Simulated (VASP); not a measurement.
A run of VASP 6.6.1:

INCAR

```
ALGO = Normal
EDIFF = 1E-7
ENCUT = 520
GGA = PE
ISIF = 2
ISMEAR = -1
LASPH = T
LCHARG = F
LREAL = F
LWAVE = F
NBANDS = 17
NELM = 60
PREC = Accurate
SIGMA = 0.05
```

Contents of KPOINTS:

```
k-points
0
Gamma
  12 12 12
```

The input POSCAR:

```
PbS
1.0
    3.4783557198      0.0000000000      0.0000000000
    0.0000000000      3.4783557198      0.0000000000
    0.0000000000      0.0000000000      3.4783557198
Pb S
1 1
Direct
    0.0000000000      0.0000000000      0.0000000000
    0.5000000000      0.5000000000      0.5000000000
```

Potentials or basis: VASP PAW PBE potentials, release 64 (Pb_d, S).

Launch:

```console
$ cat potpaw_PBE.64/Pb_d/POTCAR potpaw_PBE.64/S/POTCAR > POTCAR
$ mpirun -np 1 vasp_std > vasp.out
```

Hardware: 1 thread of Intel(R) Xeon(R) 6975P-C (Granite Rapids), with other jobs on the host.

Problem. Estimate the wall time of this run.

Solution. It took 22 s on 1 thread of Intel(R) Xeon(R) 6975P-C (Granite Rapids), with other jobs on the host, peak memory 0.19 GiB. Counts: scf iterations 15, k points 84.
